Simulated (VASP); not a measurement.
# Mg4HO8 (a cell with a defect) in VASP: a series of runs, part 2 of 2

VASP 6.6.1. Earlier steps stand in the parts before.

**3. Single point, LDA**

Input file INCAR:

```
ALGO = Normal
EDIFF = 1E-7
ENCUT = 520
ISIF = 2
ISMEAR = 0
LASPH = T
LCHARG = F
LREAL = F
LWAVE = F
NBANDS = 40
NELECT = 56.0
NELM = 60
PREC = Accurate
SIGMA = 0.05
```

Input file KPOINTS:

```
k-points
0
Gamma
  6 6 6
```

Input file POSCAR:

```
Mg4HO8
1.0
   -3.1159510607     -1.7989951837      3.4255732540
    3.1159510607     -1.7989951837      3.4255732540
    0.0000000000      3.5979903674      3.4255732540
Mg O H
4 8 1
Direct
    0.0000000000      0.0000000000      0.0000000000
    0.5000000000      0.5000000000      0.0000000000
    0.5000000000      0.0000000000      0.5000000000
    0.0000000000      0.5000000000      0.5000000000
    0.4294242759      0.4294242759      0.4294242759
    0.9294242759      0.9294242759      0.4294242759
    0.9294242759      0.4294242759      0.9294242759
    0.4294242759      0.9294242759      0.9294242759
    0.5705757241      0.5705757241      0.5705757241
    0.0705757241      0.0705757241      0.5705757241
    0.0705757241      0.5705757241      0.0705757241
    0.5705757241      0.0705757241      0.0705757241
    1.2083540658      1.3333540658     -0.0416459342
```

Potentials or basis: VASP PAW LDA potentials, release 64 (Mg, O, H).

On the command line:

```console
$ cat potpaw_LDA.64/Mg/POTCAR potpaw_LDA.64/O/POTCAR potpaw_LDA.64/H/POTCAR > POTCAR
$ mpirun -np 1 vasp_std > vasp.out
```

It took 8.1 min on 1 thread of Intel Xeon Platinum 8259CL at 2.50GHz (Skylake/Cascade Lake), shared host; peak memory 0.48 GiB.

It converged, with:

* Free energy: -79.0693 eV
* Largest force: 2.271 eV/Å

Forces on the atoms (eV/Å):
```
Mg  -0.141  0.526 -0.820
Mg  -0.336 -0.625  1.702
Mg  -0.108 -0.024 -0.022
Mg   0.205 -0.064 -0.096
O    0.036  0.099 -0.379
O    0.013 -0.028 -0.284
O   -1.397 -0.360 -1.695
O    0.522 -0.057 -0.584
O    0.024  0.137  0.311
O    0.018 -0.024  0.318
O   -1.507 -0.210  1.599
O    0.590 -0.074  0.527
H    2.081  0.703 -0.577
```

Levels at points of the mesh, in eV from the Fermi level:
| k point | band 24 | band 25 | band 26 | band 27 | band 28 | band 29 | band 30 | band 31 | band 32 | band 33 |
| --- | --- | --- | --- | --- | --- | --- | --- | --- | --- | --- |
| (0.00, 0.00, 0.00) | -1.69 | -1.27 | -0.57 | -0.35 | -0.22 | 1.12 | 2.28 | 3.61 | 3.87 | 4.84 |
| (0.50, 0.00, 0.00) | -1.91 | -0.93 | -0.87 | -0.78 | -0.58 | 2.13 | 2.50 | 3.75 | 4.23 | 4.37 |
| (0.00, 0.50, 0.00) | -1.92 | -1.06 | -0.94 | -0.71 | -0.52 | 2.01 | 2.50 | 3.76 | 4.19 | 4.49 |
| (0.00, 0.00, 0.50) | -1.65 | -1.47 | -1.26 | -0.57 | -0.35 | 1.49 | 2.50 | 3.91 | 3.98 | 4.75 |
| (0.50, 0.50, 0.00) | -1.47 | -1.45 | -1.39 | -0.85 | -0.53 | 1.51 | 2.37 | 3.96 | 4.01 | 4.70 |
| (0.50, 0.00, 0.50) | -1.69 | -1.09 | -1.01 | -0.94 | -0.69 | 1.99 | 2.39 | 3.58 | 4.29 | 4.63 |
| (0.00, 0.50, 0.50) | -1.70 | -1.01 | -1.00 | -0.89 | -0.77 | 2.09 | 2.40 | 3.50 | 4.36 | 4.55 |
| (0.50, 0.50, 0.50) | -1.48 | -1.25 | -1.18 | -0.22 | -0.20 | 1.16 | 1.80 | 3.45 | 4.25 | 4.46 |

Caveat: the cell carries a net charge on a neutralising background, which shifts energy and pressure; the cell is charged against a uniform background, so pressure and absolute levels hang on convention.

**4. Single point, LDA**

Input file INCAR:

```
  ALGO = Normal
  EDIFF = 1E-7
  ENCUT = 520
  ISIF = 2
  ISMEAR = 0
  LASPH = T
  LCHARG = F
  LREAL = F
  LWAVE = F
  NBANDS = 40
  NELECT = 56.0
  NELM = 80
  PREC = Accurate
  SIGMA = 0.05
```

KPOINTS is that of step 3.

POSCAR, as its differences from that of step 3:

```diff
@@ -20,2 +20,2 @@
     0.5705757241      0.0705757241      0.0705757241
-    1.2083540658      1.3333540658     -0.0416459342
+    1.0416873991      1.0833540658      0.3750207325
```

On the command line:

```console
$ cat potpaw_LDA.64/Mg/POTCAR potpaw_LDA.64/O/POTCAR potpaw_LDA.64/H/POTCAR > POTCAR
$ mpirun -np 1 vasp_std > vasp.out
```

It took 5.2 min on 1 thread of Intel Xeon 6975P-C (Granite Rapids), shared host; peak memory 0.48 GiB.

Results (log left out):

- Free energy: -78.5081 eV
- Largest force: 8.853 eV/Å

Forces on the atoms (eV/Å):
```
Mg  -0.085 -0.599 -0.946
Mg   0.015 -0.081  0.008
Mg  -0.271  0.131  0.212
Mg   0.431  0.029  0.488
O   -0.019  0.028 -0.335
O   -0.736  4.115 -7.795
O   -0.108  0.126 -0.270
O    0.073  0.091 -0.236
O   -0.024  0.012  0.207
O   -0.829  4.010  7.849
O   -0.054  0.140  0.320
O    0.028  0.096  0.330
H    1.579 -8.099  0.168
```

Levels at points of the mesh, in eV from the Fermi level:
| k point | band 24 | band 25 | band 26 | band 27 | band 28 | band 29 | band 30 | band 31 | band 32 | band 33 |
| --- | --- | --- | --- | --- | --- | --- | --- | --- | --- | --- |
| (0.00, 0.00, 0.00) | -1.64 | -1.46 | -0.51 | -0.48 | -0.23 | 1.24 | 3.72 | 3.73 | 3.83 | 4.81 |
| (0.50, 0.00, 0.00) | -1.76 | -1.30 | -1.13 | -0.67 | -0.47 | 1.49 | 3.88 | 4.04 | 4.07 | 5.76 |
| (0.00, 0.50, 0.00) | -1.78 | -1.22 | -1.09 | -0.69 | -0.50 | 1.49 | 3.86 | 4.07 | 4.11 | 5.86 |
| (0.00, 0.00, 0.50) | -1.81 | -1.10 | -1.06 | -0.72 | -0.53 | 1.49 | 3.85 | 4.07 | 4.20 | 5.97 |
| (0.50, 0.50, 0.00) | -1.58 | -1.15 | -1.04 | -1.02 | -0.72 | 1.42 | 3.52 | 4.14 | 4.56 | 5.88 |
| (0.50, 0.00, 0.50) | -1.57 | -1.19 | -1.14 | -0.99 | -0.68 | 1.42 | 3.51 | 4.13 | 4.56 | 5.80 |
| (0.00, 0.50, 0.50) | -1.55 | -1.23 | -1.21 | -0.97 | -0.66 | 1.42 | 3.49 | 4.11 | 4.58 | 5.70 |
| (0.50, 0.50, 0.50) | -1.38 | -1.33 | -1.31 | -0.28 | -0.25 | 0.94 | 3.28 | 3.89 | 4.33 | 4.33 |

Caveat: the cell carries a net charge on a neutralising background, which shifts energy and pressure; the cell is charged against a uniform background, so pressure and absolute levels hang on convention.

**5. Single point, LDA**

Input file INCAR:

```
SYSTEM = Mg4HO8
PREC     = Accurate       ! precision mode
ENCUT    = 520            ! plane-wave cutoff, eV
EDIFF    = 1E-6           ! SCF threshold, eV
ISMEAR   = 0              ! smearing method
SIGMA    = 0.05           ! smearing width, eV
LREAL    = .FALSE.        ! projectors in reciprocal space
LASPH    = .TRUE.         ! aspherical terms in the spheres
NELM     = 80             ! most SCF steps
ALGO     = Normal         ! electronic algorithm
ISIF     = 2              ! what is computed and relaxed
LWAVE    = .FALSE.        ! write WAVECAR
LCHARG   = .FALSE.        ! write CHGCAR
NELECT   = 56.0         
NBANDS   = 40             ! bands
```

Input file KPOINTS:

```
regular mesh
0
G
  6 6 6
  0 0 0
```

POSCAR, as its differences from that of step 4:

```diff
@@ -20,2 +20,2 @@
     0.5705757241      0.0705757241      0.0705757241
-    1.0416873991      1.0833540658      0.3750207325
+    1.0833540658      1.1250207325      0.2916873991
```

Potentials or basis: VASP PAW LDA potentials, release 64 (Mg, O, H).

On the command line:

```console
$ cat potpaw_LDA.64/Mg/POTCAR potpaw_LDA.64/O/POTCAR potpaw_LDA.64/H/POTCAR > POTCAR
$ mpirun -np 1 vasp_std > vasp.out
```

OUTCAR:

```text
SYSTEM = Mg4HO8
   PREC = Accurate
   ENCUT = 520
   EDIFF = 1E-6
   ISMEAR = 0
   LREAL = .FALSE.
   LASPH = .TRUE.
   NELM = 80
   ISIF = 2
   NELECT = 56.0

 ion  position               nearest neighbor table
   1  0.000  0.000  0.000-  13 1.85   8 2.05  11 2.05  12 2.05   7 2.05  10 2.05   6 2.05   2 3.12
                             2 3.12   3 3.12   4 3.12   4 3.12   3 3.12
   2  0.500  0.500  0.000-   7 2.05   8 2.05  11 2.05  12 2.05   5 2.05   9 2.05   1 3.12   1 3.12
                             3 3.12   3 3.12   4 3.12   4 3.12
   3  0.500  0.000  0.500-   5 2.05   6 2.05   9 2.05  10 2.05   8 2.05  12 2.05   4 3.12   4 3.12
                             2 3.12   1 3.12   1 3.12   2 3.12
[... 1273 lines left out ...]
  volume of cell :      115.21
      direct lattice vectors                 reciprocal lattice vectors
    -3.115951061 -1.798995184  3.425573254    -0.160464651 -0.092644310  0.097307314
     3.115951061 -1.798995184  3.425573254     0.160464651 -0.092644310  0.097307314
     0.000000000  3.597990367  3.425573254     0.000000000  0.185288619  0.097307314

 POSITION                                       TOTAL-FORCE (eV/Angst)
 -----------------------------------------------------------------------------------
      0.00000      0.00000      0.00000        -0.142272     -0.688959     -1.943901
      0.00000     -1.79900      3.42557         0.010921     -0.113238      0.034677
     -1.55798      0.89950      3.42557        -0.262352      0.134917      0.249049
      1.55798      0.89950      3.42557         0.390043      0.128821      0.479278
      0.00000      0.00000      4.41307        -0.009984      0.008720     -0.315849
      0.00000     -1.79900      7.83865         0.191713     -1.384732     -1.765287
     -1.55798      0.89950      7.83865        -0.284649      0.297084     -0.416884
      1.55798      0.89950      7.83865         0.191340      0.170938     -0.348624
      0.00000      0.00000      5.86365        -0.010127      0.005113      0.278837
      0.00000      1.79900      2.43807         0.110753     -1.291621      1.915085
      1.55798     -0.89950      2.43807        -0.209023      0.253695      0.498978
     -1.55798     -0.89950      2.43807         0.125584      0.146550      0.432645
      0.12983      0.67462      1.71300        -0.101947      2.332712      0.901995
 -----------------------------------------------------------------------------------
    total drift:                                0.000012     -0.000047      0.000441

  FREE ENERGIE OF THE ION-ELECTRON SYSTEM (eV)
  ---------------------------------------------------
  free  energy   TOTEN  =       -79.1344840270 eV

  energy  without entropy=      -79.1344840270  energy(sigma->0) =      -79.13448403
```

Run time: 4 min. Hardware: 1 thread of Intel Xeon 6975P-C (Granite Rapids), shared host; peak memory 0.48 GiB.

Results:

- Free energy: -79.1345 eV
- Largest force: 2.503 eV/Å

Forces in eV/Å, atoms in the order of the input:
```
Mg  -0.142 -0.689 -1.944
Mg   0.011 -0.113  0.035
Mg  -0.262  0.135  0.249
Mg   0.390  0.129  0.479
O   -0.010  0.009 -0.316
O    0.192 -1.385 -1.765
O   -0.285  0.297 -0.417
O    0.191  0.171 -0.349
O   -0.010  0.005  0.279
O    0.111 -1.292  1.915
O   -0.209  0.254  0.499
O    0.126  0.147  0.433
H   -0.102  2.333  0.902
```

Caveat: the cell carries a net charge on a neutralising background, which shifts energy and pressure; the cell is charged against a uniform background, so pressure and absolute levels hang on convention.
